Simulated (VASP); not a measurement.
# SiO2 (Pnnm) in VASP: notebook

The runs below take SiO2 through single point, with PBE.

All numbers are computed with VASP 6.6.1; they aren't measurements. Logs are shortened: lines on timing, memory, paths and dates and some standing lists are left out, and cuts for length are marked.

### 1 The cell of the first run

The structure is orthorhombic, space group Pnnm (No. 58). Conventional cell: a = 4.038 Å, b = 4.236 Å, c = 2.690 Å, α = 90.00°, β = 90.00°, γ = 90.00°. Si (site symmetry 2/m) has 6 O at 1.76 to 1.80 Å within 2.3 Å. Within 2.3 Å of O (site symmetry m) lie 3 Si at 1.76 to 1.80 Å and 1 O at 2.26 Å.

### 2 Single point, PBE

Input file INCAR:

```
SYSTEM = SiO2
  PREC = Accurate
  ENCUT = 520
  EDIFF = 1E-6
  ISMEAR = 0
  SIGMA = 0.05
  LREAL = .False.
  LASPH = .True.
  NELM = 80
  ALGO = Normal
  ISIF = 2
  LWAVE = .False.
  LCHARG = .True.
  GGA = PE
  LELF = .True.
  LVHAR = .True.
  NBANDS = 25
```

Input file KPOINTS:

```
regular mesh
0
Gamma
  6 6 8
  0 0 0
```

Input file POSCAR:

```
SiO2
1.0
    4.2358788266      0.0000000000      0.0000000000
    0.0000000000      4.0380632854      0.0000000000
    0.0000000000      0.0000000000      2.6897743046
Si O
2 4
Direct
    0.5000000000      0.5000000000      0.5000000000
    0.0000000000      0.0000000000      0.0000000000
    0.6930127927      0.6930127927      0.0000000000
    0.1930127927      0.8069872073      0.5000000000
    0.3069872073      0.3069872073      0.0000000000
    0.8069872073      0.1930127927      0.5000000000
```

Potentials or basis: VASP PAW PBE potentials, release 64 (Si, O).

Launch:

```console
> cat potpaw_PBE.64/Si/POTCAR potpaw_PBE.64/O/POTCAR > POTCAR
> mpirun -np 1 vasp_std > vasp.out
```

OUTCAR:

```text
SYSTEM = SiO2
   PREC = Accurate
   ENCUT = 520
   EDIFF = 1E-6
   ISMEAR = 0
   LREAL = .False.
   LASPH = .True.
   NELM = 80
   ISIF = 2
   GGA = PE

 ion  position               nearest neighbor table
   1  0.500  0.500  0.500-   3 1.76   5 1.76   3 1.76   5 1.76   4 1.80   6 1.80
   2  0.000  0.000  0.000-   4 1.76   6 1.76   4 1.76   6 1.76   5 1.80   3 1.80
   3  0.693  0.693  0.000-   1 1.76   1 1.76   2 1.80
   4  0.193  0.807  0.500-   2 1.76   2 1.76   1 1.80
   5  0.307  0.307  0.000-   1 1.76   1 1.76   2 1.80
   6  0.807  0.193  0.500-   2 1.76   2 1.76   1 1.80

  LATTYP: Found a simple orthorhombic cell.
 ALAT       =     2.6897743046
 B/A-ratio  =     1.5012647264
 C/A-ratio  =     1.5748082727

  Lattice vectors:

 A1 = (   0.0000000000,   0.0000000000,  -2.6897743046)
 A2 = (   0.0000000000,   4.0380632854,   0.0000000000)
 A3 = (   4.2358788266,   0.0000000000,   0.0000000000)

Analysis of symmetry for initial positions (statically):
=====================================================================
 Subroutine PRICEL returns:
 Original cell was already a primitive cell.

 Routine SETGRP: Setting up the symmetry group for a
 simple orthorhombic supercell.

 Subroutine GETGRP returns: Found  8 space group operations
 (whereof  4 operations were pure point group operations)
 out of a pool of  8 trial point group operations.

The static configuration has the point symmetry C_2h.
 The point group associated with its full space group is D_2h.

Analysis of symmetry for dynamics (positions and initial velocities):
=====================================================================
 Subroutine PRICEL returns:
 Original cell was already a primitive cell.

 Routine SETGRP: Setting up the symmetry group for a
 simple orthorhombic supercell.

 Subroutine GETGRP returns: Found  8 space group operations
 (whereof  4 operations were pure point group operations)
 out of a pool of  8 trial point group operations.

The dynamic configuration has the point symmetry C_2h.
 The point group associated with its full space group is D_2h.

 Subroutine INISYM returns: Found  8 space group operations
 (whereof  4 operations are pure point group operations),
 and found     1 'primitive' translations

----------------------------------------------------------------------------------------

                                     Primitive cell

  volume of cell :      46.0079

  direct lattice vectors                    reciprocal lattice vectors
     4.235878827  0.000000000  0.000000000     0.236078519  0.000000000  0.000000000
     0.000000000  4.038063285  0.000000000     0.000000000  0.247643469  0.000000000
     0.000000000  0.000000000  2.689774305     0.000000000  0.000000000  0.371778405

  length of vectors
     4.235878827  4.038063285  2.689774305     0.236078519  0.247643469  0.371778405

  position of ions in fractional coordinates (direct lattice)
     0.500000000  0.500000000  0.500000000
     0.000000000  0.000000000  0.000000000
     0.693012793  0.693012793  0.000000000
     0.193012793  0.806987207  0.500000000
     0.306987207  0.306987207  0.000000000
     0.806987207  0.193012793  0.500000000

  ion indices of the primitive-cell ions
   primitive index   ion index
                 1           1
                 2           2
                 3           3
                 4           4
                 5           5
                 6           6

----------------------------------------------------------------------------------------

 KPOINTS: regular mesh

Automatic generation of k-mesh.
 Grid dimensions read from file:
 generate k-points for:    6    6    8

 Generating k-lattice:

  Cartesian coordinates                     Fractional coordinates (reciprocal lattice)
     0.039346420  0.000000000  0.000000000     0.166666667  0.000000000  0.000000000
     0.000000000  0.041273911  0.000000000     0.000000000  0.166666667  0.000000000
     0.000000000  0.000000000  0.046472301     0.000000000  0.000000000  0.125000000

  Length of vectors
     0.039346420  0.041273911  0.046472301

  Shift w.r.t. Gamma in fractional coordinates (k-lattice)
     0.000000000  0.000000000  0.000000000

 Subroutine IBZKPT returns following result:
 ===========================================

 Found     80 irreducible k-points:

 Following reciprocal coordinates:
            Coordinates               Weight
  0.000000  0.000000  0.000000      1.000000
  0.166667  0.000000  0.000000      2.000000
  0.333333  0.000000  0.000000      2.000000
  0.500000  0.000000  0.000000      1.000000
  0.000000  0.166667  0.000000      2.000000
  0.166667  0.166667  0.000000      4.000000
[... 16 lines left out ...]
  0.333333  0.166667  0.125000      8.000000
  0.500000  0.166667  0.125000      4.000000
 [... further k-points ...]
   k-points           NKPTS =     80   k-points in BZ     NKDIM =     80   number of bands    NBANDS=     25
   number of dos      NEDOS =    301   number of ions     NIONS =      6
   total plane-waves  NPLWV =  19200
   dimension x,y,z NGX =    32 NGY =   30 NGZ =   20
   dimension x,y,z NGXF=    64 NGYF=   60 NGZF=   40
   ions per type =               2   4
   NGX,Y,Z   is equivalent  to a cutoff of  12.56, 12.35, 12.36 a.u.
   NGXF,Y,Z  is equivalent  to a cutoff of  25.12, 24.70, 24.72 a.u.
 SYSTEM =  SiO2
   PREC   = accura    normal or accurate (medium, high low for compatibility)
   ISTART =      0    job   : 0-new  1-cont  2-samecut
   ICHARG =      2    charge: 1-file 2-atom 10-const
   ISPIN  =      1    spin polarized calculation?
   LNONCOLLINEAR =      F non collinear calculations
   LSORBIT =      F    spin-orbit coupling
   LASPH  =      T    aspherical Exc in radial PAW
   ENCUT  =  520.0 eV  38.22 Ry    6.18 a.u.   7.88  7.51  5.00*2*pi/ulx,y,z
   NELM   =     80;   NELMIN=  2; NELMDL= -5     # of ELM steps
   EDIFF  = 0.1E-05   stopping-criterion for ELM
   LREAL  =      F    real-space projection
   EDIFFG = 0.1E-04   stopping-criterion for IOM
   NSW    =      0    number of steps for IOM
   IBRION =     -1    ionic relax: 0-MD 1-quasi-New 2-CG
   NFREE  =      0    steps in history (QN), initial steepest desc. (CG)
   ISIF   =      2    stress and relaxation
   ISYM   =      2    0-nonsym 1-usesym 2-fastsym
   POTIM  = 0.5000    time-step for ionic-motion
   TEBEG  =    0.0;   TEEND  =   0.0 temperature during run
   PSTRESS=    0.0 pullay stress
   NELECT =      32.0000    total number of electrons
   NUPDOWN=      -1.0000    fix difference up-down
   EMIN   =  10.00;   EMAX   =-10.00  energy-range for DOS
   EFERMI =   0.00;   METHOD = LEGACY
   ISMEAR =     0;   SIGMA  =   0.05  broadening in eV -4-tet -1-fermi 0-gaus
   EFERMI_NEDOS =   21; number of points for ismear=-14 and -15
   IALGO  =     38    algorithm
   IMIX   =      4    mixing-type and parameters
     AMIX     =   0.40;   BMIX     =  1.00
     AMIX_MAG =   1.60;   BMIX_MAG =  1.00
  volume/ion in A,a.u.               =       7.67        51.75
  Fermi-wavevector in a.u.,A,eV,Ry     =   1.450488  2.741024 28.625488  2.103914
  Thomas-Fermi vector in A             =   2.568094
   LORBIT       =      0    0 simple, 1 ext, 2 COOP (PROOUT), +10 PAW based schemes
   GGA     = PE    functional components
   LHFCALC =     F    Hartree Fock is set to
   AEXX    =    0.0000 exact exchange contribution
   IVDW    =     0    specifies the selected vdW correction
   LEPSILON=     F    determine dielectric tensor
   LRPA    =     F    only Hartree local field effects (RPA)
 non-spin polarized calculation
 Gauss-broadening in eV      SIGMA  =   0.05
  energy-cutoff  :      520.00
  volume of cell :       46.01
 maximum number of plane-waves:      1264
 NGX is ok and might be reduce to    32
   NGX = 15   NGY = 15   NGZ = 11

 number of electron      32.0000001 magnetization

 Free energy of the ion-electron system (eV)
  ---------------------------------------------------
  ext. energy  EPLUGINS =         0.00000000
  ---------------------------------------------------
  free energy    TOTEN  =       -46.14061167 eV

  energy without entropy =      -46.14061167  energy(sigma->0) =      -46.14061167

 E-fermi :   8.6691     XC(G=0): -12.3411

 val. band max:        8.4305252053   @ k =   0.0000   0.0000   0.0000
 cond. band min:      14.1756919600   @ k =   0.0000   0.0000   0.0000
 fundamental gap:      5.7451667548
 Fermi energy:         8.6691292412

 k-point     1 :       0.0000    0.0000    0.0000
  band No.  band energies     occupation
      1     -14.2677      2.00000
      2     -10.7102      2.00000
      3     -10.3007      2.00000
      4     -10.2927      2.00000
      5      -2.4530      2.00000
      6       1.9625      2.00000
[... 17 lines left out ...]
     24      23.0945      0.00000
     25      24.0937      0.00000

 k-point     2 :       0.1667    0.0000    0.0000
  band No.  band energies     occupation
      1     -14.1254      2.00000
      2     -11.3328      2.00000
      3     -10.2380      2.00000
      4      -9.9476      2.00000
      5      -2.2515      2.00000
      6       1.2293      2.00000
[... 17 lines left out ...]
     24      22.5426      0.00000
     25      23.8544      0.00000

 k-point     3 :       0.3333    0.0000    0.0000
  band No.  band energies     occupation
      1     -13.7082      2.00000
      2     -12.2187      2.00000
      3     -10.0732      2.00000
      4      -9.7888      2.00000
      5      -1.6992      2.00000
      6       0.1241      2.00000
[... 552 lines left out ...]
 k-point    23 :       0.3333    0.1667    0.1250
  band No.  band energies     occupation
      1     -13.3778      2.00000
      2     -12.0156      2.00000
      3     -10.3120      2.00000
      4      -9.8343      2.00000
      5      -1.3049      2.00000
      6       0.2865      2.00000
[... 17 lines left out ...]
     24      21.8741      0.00000
     25      23.1223      0.00000

 k-point    24 :       0.5000    0.1667    0.1250
  band No.  band energies     occupation
      1     -12.7639      2.00000
      2     -12.7639      2.00000
      3     -10.0509      2.00000
      4     -10.0509      2.00000
      5      -0.5148      2.00000
      6      -0.5148      2.00000
[... 17 lines left out ...]
     24      21.2597      0.00000
     25      23.0234      0.00000

 [... further k-points ...]

------------------------ aborting loop because EDIFF is reached ----------------------------------------

  FORCE on cell =-STRESS in cart. coord.  units (eV):
  Direction    XX          YY          ZZ          XY          YZ          ZX
  --------------------------------------------------------------------------------------
  -------------------------------------------------------------------------------------
  Total        2.6268792      7.2377298      3.0350479      0.0000000      0.0000000      0.0000000
  in kB       91.4783217    252.0463781    105.6923709      0.0000000      0.0000000      0.0000000
  external PRESSURE =     149.7390236 kB  Pullay stress =       0.0000000 kB

 VOLUME and BASIS-vectors are now :
 -----------------------------------------------------------------------------
  energy-cutoff  :      520.00
  volume of cell :       46.01
      direct lattice vectors                 reciprocal lattice vectors
     4.235878827  0.000000000  0.000000000     0.236078519  0.000000000  0.000000000
     0.000000000  4.038063285  0.000000000     0.000000000  0.247643469  0.000000000
     0.000000000  0.000000000  2.689774305     0.000000000  0.000000000  0.371778405

 POSITION                                       TOTAL-FORCE (eV/Angst)
 -----------------------------------------------------------------------------------
      2.11794      2.01903      1.34489         0.000000      0.000000      0.000000
      0.00000      0.00000      0.00000         0.000000      0.000000      0.000000
      2.93552      2.79843      0.00000         0.214327      0.436751      0.000000
      0.81758      3.25867      1.34489         0.214327     -0.436751     -0.000000
      1.30036      1.23963      0.00000        -0.214327     -0.436751      0.000000
      3.41830      0.77940      1.34489        -0.214327      0.436751      0.000000
 -----------------------------------------------------------------------------------
    total drift:                                0.000000     -0.000000     -0.000000

  FREE ENERGIE OF THE ION-ELECTRON SYSTEM (eV)
  ---------------------------------------------------
  free  energy   TOTEN  =       -46.1406116651 eV

  energy  without entropy=      -46.1406116651  energy(sigma->0) =      -46.14061167
```

It took 24 s on 1 thread of Intel Xeon Platinum 8559C (Emerald Rapids), shared host; peak memory 0.18 GiB.

Results:

| Quantity | Value |
| --- | --- |
| Free energy | -46.1406 eV |
| Pressure | 15.0 GPa |
| Largest force | 0.487 eV/Å |
| Band gap on the k mesh | 5.75 eV |

Forces in eV/Å, atoms in the order of the input:
```
Si   0.000  0.000  0.000
Si   0.000  0.000  0.000
O    0.214  0.437  0.000
O    0.214 -0.437  0.000
O   -0.214 -0.437  0.000
O   -0.214  0.437  0.000
```

Caveat: the stress differs along the axes, from 9 to 25 GPa. A k mesh can miss the band edges.

### 3 Single point, PBE (atoms displaced along a vibrational mode, the cell strained)

Input file INCAR:

```
PREC = Accurate
ENCUT = 520
EDIFF = 1E-7
ISMEAR = 0
SIGMA = 0.05
LREAL = False
LASPH = True
NELM = 60
ALGO = Normal
ISIF = 2
LWAVE = False
LCHARG = True
GGA = PE
LELF = True
LVHAR = True
NBANDS = 25
```

Input file KPOINTS:

```
regular mesh
0
Gamma
  6 6 8
```

Input file POSCAR:

```
SiO2
1.0
    4.2358788266      0.0000000000      0.0000000000
    0.0000000000      4.0380632854      0.0000000000
    0.0000000000      0.0000000000      2.6897743046
Si O
2 4
Direct
    0.5000000000      0.5000000000      0.5000000000
    0.0000000000      0.0000000000      0.0000000000
    0.7116424844      0.6743831010      0.0000000000
    0.2116424844      0.8256168990      0.5000000000
    0.2883575156      0.3256168990      0.0000000000
    0.7883575156      0.1743831010      0.5000000000
```

Potentials or basis: VASP PAW PBE potentials, release 64 (Si, O).

Launch:

```console
> cat potpaw_PBE.64/Si/POTCAR potpaw_PBE.64/O/POTCAR > POTCAR
> mpirun -np 1 vasp_std > vasp.out
```

Wall time 27 s (1 thread of Intel Xeon Platinum 8559C (Emerald Rapids), shared host); peak memory 0.19 GiB.

The run converged. Its results:

- Free energy: -46.0140 eV
- Pressure: 13.8 GPa
- Largest force: 0.505 eV/Å
- Band gap on the k mesh: 5.66 eV

Forces in eV/Å, atoms in the order of the input:
```
Si   0.000  0.000  0.000
Si   0.000  0.000  0.000
O   -0.165  0.478  0.000
O   -0.165 -0.478  0.000
O    0.165 -0.478  0.000
O    0.165  0.478  0.000
```

Stress tensor (GPa, compression positive):
```
 2.56  0.00  0.00
 0.00 28.67  0.00
 0.00  0.00 10.26
```

Levels at points of the mesh, in eV from the valence-band top:
| k point | band 13 | band 14 | band 15 | band 16 | band 17 | band 18 | band 19 | band 20 |
| --- | --- | --- | --- | --- | --- | --- | --- | --- |
| (0.00, 0.00, 0.00) | -2.53 | -1.15 | -0.52 | 0.00 | 5.66 | 6.47 | 8.05 | 8.75 |
| (0.50, 0.00, 0.00) | -2.61 | -2.61 | -0.65 | -0.65 | 7.43 | 7.43 | 8.84 | 8.84 |
| (0.00, 0.50, 0.00) | -2.84 | -2.84 | -1.35 | -1.35 | 7.81 | 7.81 | 9.00 | 9.00 |
| (0.50, 0.50, 0.00) | -2.78 | -2.78 | -2.22 | -2.22 | 7.38 | 7.38 | 9.90 | 9.90 |
| (0.00, 0.00, 0.50) | -3.18 | -3.18 | -2.60 | -2.60 | 9.07 | 9.07 | 12.62 | 12.62 |
| (0.50, 0.00, 0.50) | -2.56 | -2.56 | -1.75 | -1.75 | 8.90 | 8.90 | 9.92 | 9.92 |
| (0.00, 0.50, 0.50) | -1.94 | -1.94 | -1.72 | -1.72 | 8.72 | 8.72 | 10.13 | 10.13 |
| (0.50, 0.50, 0.50) | -1.67 | -1.67 | -1.45 | -1.45 | 7.27 | 7.27 | 10.88 | 10.88 |

Caveat: the cell differs from its parent crystal (atoms displaced along a vibrational mode, the cell strained); the stress differs along the axes, from 3 to 29 GPa. A k mesh can miss the band edges.

(Part 1 of 2 ends here.)
